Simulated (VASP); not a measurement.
# C (Cmmm) in VASP: further runs

Runs on C. Level: PBEsol+D3(BJ). Tasks: single point.

Everything below comes from runs of VASP 6.6.1. Logs are shortened: lines on timing, memory, paths and dates and some standing lists are left out, and cuts for length are marked.

## 1. The cell of the first run

Symmetry: Cmmm, No. 65, orthorhombic system. The conventional cell has a = 2.499 Å, b = 4.328 Å, c = 3.588 Å, α = 90.00°, β = 90.00°, γ = 90.00°. Within 1.9 Å of C (site symmetry m2m) lie 3 C at 1.42 to 1.48 Å.

## 2. Single point, PBEsol+D3(BJ)

Input file INCAR:

```
  PREC = Accurate
  ENCUT = 520
  EDIFF = 1E-7
  ISMEAR = 0
  SIGMA = 0.15
  LREAL = False
  LASPH = True
  NELM = 60
  ALGO = Normal
  ISIF = 2
  LWAVE = False
  LCHARG = False
  GGA = PS
  IVDW = 12
  NBANDS = 11
```

Input file KPOINTS:

```
regular mesh
0
Gamma
  21 21 12
```

Input file POSCAR:

```
C
1.0
    2.4987011397      0.0000000000      0.0000000000
   -1.2493505699      2.1639386634      0.0000000000
    0.0000000000      0.0000000000      3.5884245947
C
2
Direct
    0.3286349562      0.6572699123      0.0000000000
    0.6713650438      0.3427300877      0.0000000000
```

Potentials or basis: VASP PAW PBE potentials, release 64 (C).

On the command line:

```
$ cat potpaw_PBE.64/C/POTCAR > POTCAR
$ mpirun -np 1 vasp_std > vasp.out
```

OUTCAR:

```text
PREC = Accurate
   ENCUT = 520
   EDIFF = 1E-7
   ISMEAR = 0
   LREAL = False
   LASPH = True
   NELM = 60
   ISIF = 2
   GGA = PS
   IVDW = 12
 IVDW          = 12

 ion  position               nearest neighbor table
   1  0.329  0.657  0.000-   2 1.42   2 1.42   2 1.48
   2  0.671  0.343  0.000-   1 1.42   1 1.42   1 1.48

  LATTYP: Found a hexagonal cell.
 ALAT       =     2.4987011397
 C/A-ratio  =     1.4361159635

  Lattice vectors:

 A1 = (   2.4987011397,   0.0000000000,   0.0000000000)
 A2 = (  -1.2493505699,   2.1639386634,   0.0000000000)
 A3 = (   0.0000000000,   0.0000000000,   3.5884245947)

Analysis of symmetry for initial positions (statically):
=====================================================================
 Subroutine PRICEL returns:
 Original cell was already a primitive cell.

 Routine SETGRP: Setting up the symmetry group for a
 hexagonal supercell.

 Subroutine GETGRP returns: Found  8 space group operations
 (whereof  8 operations were pure point group operations)
 out of a pool of 24 trial point group operations.

The static configuration has the point symmetry D_2h.

Analysis of symmetry for dynamics (positions and initial velocities):
=====================================================================
 Subroutine PRICEL returns:
 Original cell was already a primitive cell.

 Routine SETGRP: Setting up the symmetry group for a
 hexagonal supercell.

 Subroutine GETGRP returns: Found  8 space group operations
 (whereof  8 operations were pure point group operations)
 out of a pool of 24 trial point group operations.

The dynamic configuration has the point symmetry D_2h.

 Subroutine INISYM returns: Found  8 space group operations
 (whereof  8 operations are pure point group operations),
 and found     1 'primitive' translations

----------------------------------------------------------------------------------------

                                     Primitive cell

  volume of cell :      19.4027

  direct lattice vectors                    reciprocal lattice vectors
     2.498701140  0.000000000  0.000000000     0.400207926  0.231060154  0.000000000
    -1.249350570  2.163938663  0.000000000     0.000000000  0.462120307  0.000000000
     0.000000000  0.000000000  3.588424595     0.000000000  0.000000000  0.278673823

  length of vectors
     2.498701140  2.498701140  3.588424595     0.462120307  0.462120307  0.278673823

  position of ions in fractional coordinates (direct lattice)
     0.328634956  0.657269912  0.000000000
     0.671365044  0.342730088  0.000000000

  ion indices of the primitive-cell ions
   primitive index   ion index
                 1           1
                 2           2

----------------------------------------------------------------------------------------

 KPOINTS: regular mesh

Automatic generation of k-mesh.
 Grid dimensions read from file:
 generate k-points for:   21   21   12

 Generating k-lattice:

  Cartesian coordinates                     Fractional coordinates (reciprocal lattice)
     0.019057520  0.011002864  0.000000000     0.047619048  0.000000000  0.000000000
     0.000000000  0.022005729  0.000000000     0.000000000  0.047619048  0.000000000
     0.000000000  0.000000000  0.023222819     0.000000000  0.000000000  0.083333333

  Length of vectors
     0.022005729  0.022005729  0.023222819

  Shift w.r.t. Gamma in fractional coordinates (k-lattice)
     0.000000000  0.000000000  0.000000000

 Subroutine IBZKPT returns following result:
 ===========================================

 Found    847 irreducible k-points:

 Following reciprocal coordinates:
            Coordinates               Weight
  0.000000  0.000000  0.000000      1.000000
  0.047619  0.000000  0.000000      4.000000
  0.000000  0.047619  0.000000      2.000000
  0.095238  0.000000  0.000000      4.000000
  0.000000  0.095238  0.000000      2.000000
  0.142857 -0.000000  0.000000      4.000000
[... 16 lines left out ...]
 -0.095238  0.047619  0.000000      2.000000
  0.095238  0.047619  0.000000      4.000000
 [... further k-points ...]
   k-points           NKPTS =    847   k-points in BZ     NKDIM =    847   number of bands    NBANDS=     11
   number of dos      NEDOS =    301   number of ions     NIONS =      2
   total plane-waves  NPLWV =  11200
   dimension x,y,z NGX =    20 NGY =   20 NGZ =   28
   dimension x,y,z NGXF=    40 NGYF=   40 NGZF=   56
   ions per type =               2
   NGX,Y,Z   is equivalent  to a cutoff of  13.31, 13.31, 12.97 a.u.
   NGXF,Y,Z  is equivalent  to a cutoff of  26.61, 26.61, 25.94 a.u.
 SYSTEM =  unknown system
   PREC   = accura    normal or accurate (medium, high low for compatibility)
   ISTART =      0    job   : 0-new  1-cont  2-samecut
   ICHARG =      2    charge: 1-file 2-atom 10-const
   ISPIN  =      1    spin polarized calculation?
   LNONCOLLINEAR =      F non collinear calculations
   LSORBIT =      F    spin-orbit coupling
   LASPH  =      T    aspherical Exc in radial PAW
   ENCUT  =  520.0 eV  38.22 Ry    6.18 a.u.   4.65  4.65  6.67*2*pi/ulx,y,z
   NELM   =     60;   NELMIN=  2; NELMDL= -5     # of ELM steps
   EDIFF  = 0.1E-06   stopping-criterion for ELM
   LREAL  =      F    real-space projection
   EDIFFG = 0.1E-05   stopping-criterion for IOM
   NSW    =      0    number of steps for IOM
   IBRION =     -1    ionic relax: 0-MD 1-quasi-New 2-CG
   NFREE  =      0    steps in history (QN), initial steepest desc. (CG)
   ISIF   =      2    stress and relaxation
   ISYM   =      2    0-nonsym 1-usesym 2-fastsym
   POTIM  = 0.5000    time-step for ionic-motion
   TEBEG  =    0.0;   TEEND  =   0.0 temperature during run
   PSTRESS=    0.0 pullay stress
   NELECT =       8.0000    total number of electrons
   NUPDOWN=      -1.0000    fix difference up-down
   EMIN   =  10.00;   EMAX   =-10.00  energy-range for DOS
   EFERMI =   0.00;   METHOD = LEGACY
   ISMEAR =     0;   SIGMA  =   0.15  broadening in eV -4-tet -1-fermi 0-gaus
   EFERMI_NEDOS =   21; number of points for ismear=-14 and -15
   IALGO  =     38    algorithm
   IMIX   =      4    mixing-type and parameters
     AMIX     =   0.40;   BMIX     =  1.00
     AMIX_MAG =   1.60;   BMIX_MAG =  1.00
  volume/ion in A,a.u.               =       9.70        65.47
  Fermi-wavevector in a.u.,A,eV,Ry     =   1.218476  2.302587 20.200363  1.484685
  Thomas-Fermi vector in A             =   2.353762
   LORBIT       =      0    0 simple, 1 ext, 2 COOP (PROOUT), +10 PAW based schemes
   GGA     = PS    functional components
   LHFCALC =     F    Hartree Fock is set to
   AEXX    =    0.0000 exact exchange contribution
   IVDW    =    12    specifies the selected vdW correction
   LEPSILON=     F    determine dielectric tensor
   LRPA    =     F    only Hartree local field effects (RPA)
 non-spin polarized calculation
 Gauss-broadening in eV      SIGMA  =   0.15
  energy-cutoff  :      520.00
  volume of cell :       19.40
 maximum number of plane-waves:       536
   NGX =  9   NGY =  9   NGZ = 13

 number of electron       7.9999999 magnetization

 Free energy of the ion-electron system (eV)
  ---------------------------------------------------
  ext. energy  EPLUGINS =         0.00000000
  ---------------------------------------------------
  free energy    TOTEN  =       -19.20715162 eV

  energy without entropy =      -19.20671215  energy(sigma->0) =      -19.20693189

 E-fermi :   3.8120     XC(G=0):  -9.9817

 val. band max:        3.7843508859   @ k =   0.3333   0.3333   0.1667
 cond. band min:       3.8272872571   @ k =   0.3333   0.3333   0.3333
 fundamental gap:      0.0429363711
 Fermi energy:         3.8120486213

 k-point     1 :       0.0000    0.0000    0.0000
  band No.  band energies     occupation
      1     -15.4357      2.00000
      2      -2.8120      2.00000
      3       0.2182      2.00000
      4       1.4058      2.00000
      5       7.5630      0.00000
      6      11.0515      0.00000
      7      12.6014      0.00000
      8      14.9480      0.00000
      9      15.4451      0.00000
     10      25.2002      0.00000
     11      26.9479      0.00000

 k-point     2 :       0.0476    0.0000    0.0000
  band No.  band energies     occupation
      1     -15.3831      2.00000
      2      -2.7511      2.00000
      3       0.0398      2.00000
      4       1.2547      2.00000
      5       7.6283      0.00000
      6      11.2092      0.00000
      7      12.6813      0.00000
      8      14.7735      0.00000
      9      15.5485      0.00000
     10      25.3665      0.00000
     11      26.8820      0.00000

 k-point     3 :       0.0000    0.0476    0.0000
  band No.  band energies     occupation
      1     -15.3828      2.00000
      2      -2.7525      2.00000
      3       0.1223      2.00000
      4       1.1601      2.00000
      5       7.6271      0.00000
      6      11.1254      0.00000
      7      12.8097      0.00000
      8      14.7889      0.00000
      9      15.5231      0.00000
     10      25.3578      0.00000
     11      26.8389      0.00000

 k-point     4 :       0.0952    0.0000    0.0000
  band No.  band energies     occupation
      1     -15.2257      2.00000
      2      -2.5689      2.00000
      3      -0.4766      2.00000
      4       0.8551      2.00000
      5       7.8243      0.00000
      6      11.5425      0.00000
      7      12.9863      0.00000
      8      14.2703      0.00000
      9      15.8750      0.00000
     10      25.8157      0.00000
     11      26.6221      0.00000
[... 239 lines left out ...]
 k-point    22 :       0.0476    0.0476    0.0000
  band No.  band energies     occupation
      1     -15.2774      2.00000
      2      -2.6325      2.00000
      3      -0.1576      2.00000
      4       0.8089      2.00000
      5       7.7569      0.00000
      6      11.3111      0.00000
      7      13.0901      0.00000
      8      14.4645      0.00000
      9      15.7255      0.00000
     10      25.6566      0.00000
     11      26.6256      0.00000

 k-point    23 :      -0.0952    0.0476    0.0000
  band No.  band energies     occupation
      1     -15.2785      2.00000
      2      -2.6280      2.00000
      3      -0.3610      2.00000
      4       1.0416      2.00000
      5       7.7602      0.00000
      6      11.5835      0.00000
      7      12.7030      0.00000
      8      14.4207      0.00000
      9      15.7904      0.00000
     10      25.6817      0.00000
     11      26.7614      0.00000

 k-point    24 :       0.0952    0.0476    0.0000
  band No.  band energies     occupation
      1     -15.0674      2.00000
      2      -2.3921      2.00000
      3      -0.7962      2.00000
      4       0.3194      2.00000
      5       8.0178      0.00000
      6      11.5984      0.00000
      7      13.5422      0.00000
      8      13.8364      0.00000
      9      16.2041      0.00000
     10      26.1397      0.00000
     11      26.1595      0.00000

 [... further k-points ...]

------------------------ aborting loop because EDIFF is reached ----------------------------------------

 Edisp (eV)   -0.20361

 E8    (eV) :    -0.0988

  FORCE on cell =-STRESS in cart. coord.  units (eV):
  Direction    XX          YY          ZZ          XY          YZ          ZX
  --------------------------------------------------------------------------------------
  -------------------------------------------------------------------------------------
  Total      -1.70456    -2.39356    -0.04956     0.00000     0.00000     0.00000
  in kB    -140.75381  -197.64806    -4.09200     0.00000     0.00000     0.00000
  external pressure =     -114.16 kB  Pullay stress =        0.00 kB

 VOLUME and BASIS-vectors are now :
 -----------------------------------------------------------------------------
  energy-cutoff  :      520.00
  volume of cell :       19.40
      direct lattice vectors                 reciprocal lattice vectors
     2.498701140  0.000000000  0.000000000     0.400207926  0.231060154  0.000000000
    -1.249350570  2.163938663  0.000000000     0.000000000  0.462120307  0.000000000
     0.000000000  0.000000000  3.588424595     0.000000000  0.000000000  0.278673823

 POSITION                                       TOTAL-FORCE (eV/Angst)
 -----------------------------------------------------------------------------------
      0.00000      1.42229      0.00000        -0.000000      1.897376      0.000000
      1.24935      0.74165      0.00000         0.000000     -1.897376     -0.000000
 -----------------------------------------------------------------------------------
    total drift:                               -0.000000     -0.000000     -0.000000

  FREE ENERGIE OF THE ION-ELECTRON SYSTEM (eV)
  ---------------------------------------------------
  free  energy   TOTEN  =       -19.4107612657 eV

  energy  without entropy=      -19.4103218038  energy(sigma->0) =      -19.41054153
```

Run time: 1.8 min. Hardware: 1 thread of Intel Xeon 6975P-C, shared host; peak memory 0.26 GiB.

What came out:

```yaml
Free_energy: -19.4108 eV
Pressure: -11.4 GPa
Largest_force: 1.897 eV/Å
Band_gap_on_the_k_mesh: zero (band 4 reaches 4.03 eV, above the bottom of band 5 at 3.61 eV)
Dispersion_energy_per_atom: -0.102 eV
```

Forces in eV/Å, atoms in the order of the input:
```
C    0.000  1.897  0.000
C    0.000 -1.897  0.000
```

Levels at points of the mesh, in eV from the Fermi level:
```tsv
k point	band 2	band 3	band 4	band 5	band 6	band 7
(0.00, 0.00, 0.00)	-6.62	-3.59	-2.41	3.75	7.24	8.79
(0.00, 0.00, 0.50)	-8.07	-3.58	-2.38	7.30	8.86	9.02
```

Caveat: the PAW data sets were made with another functional, which shifts forces and pressure a little.

(Continued in part 2 of 2.)
